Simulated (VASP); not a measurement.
Input of a VASP 6.6.1 run:

The input INCAR:

```
SYSTEM = VO2
  PREC = Accurate
  ENCUT = 600
  EDIFF = 1E-6
  ISMEAR = 0
  SIGMA = 0.02
  LREAL = .FALSE.
  LASPH = .TRUE.
  NELM = 200
  ALGO = Normal
  ISIF = 2
  LWAVE = .FALSE.
  LCHARG = .TRUE.
  ISPIN = 2
  MAGMOM = -0.95 -0.95 0 0 0 0
  LORBIT = 11
  LMAXMIX = 4
  LDAU = .TRUE.
  LDAUTYPE = 2
  LDAUL = 2 -1
  LDAUU = 3.25 0
  LDAUJ = 0 0
  LDAUPRINT = 1
  GGA = PE
  LELF = .TRUE.
  LVHAR = .TRUE.
  NBANDS = 38
  GGA_COMPAT = .FALSE.
```

File KPOINTS:

```
Automatic mesh
0
G
  6 6 10
  0 0 0
```

The input POSCAR:

```
VO2
1.0
    4.4747455319      0.0000000000      0.0000000000
    0.0000000000      4.4747455319      0.0000000000
    0.0000000000      0.0000000000      3.0220049858
V O
2 4
Direct
    0.0000000000      0.0000000000      0.0000000000
    0.5000000000      0.5000000000      0.5000000000
    0.2989568933      0.2989568933      0.0000000000
    0.7010431067      0.7010431067      0.0000000000
    0.7989568933      0.2010431067      0.5000000000
    0.2010431067      0.7989568933      0.5000000000
```

Potentials or basis: VASP PAW PBE potentials, release 64 (V_sv, O).

Launch:

```console
$ cat potpaw_PBE.64/V_sv/POTCAR potpaw_PBE.64/O/POTCAR > POTCAR
$ mpirun -np 1 vasp_std > vasp.out
```

What does it give for the net moment?

-2.00 μB per cell.

Estimate the largest force.

0.050 eV/Å.

What does it give for the site moments?

V -1.07; O +0.05 μB.

Estimate the pressure.

4.4 GPa.

Eigenvalues of the final occupation matrices:
| site | spin | trace | eigenvalues |
| --- | --- | --- | --- |
| site 1 d | 1 | 0.87 | 0.06 0.11 0.13 0.27 0.31 |
| site 1 d | 2 | 1.91 | 0.15 0.17 0.29 0.38 0.93 |
| site 2 d | 1 | 0.87 | 0.06 0.11 0.13 0.27 0.31 |
| site 2 d | 2 | 1.91 | 0.15 0.17 0.29 0.38 0.93 |

Caveat: the cell stands under pressure. The state reached can hang on the start; a lower one may exist.
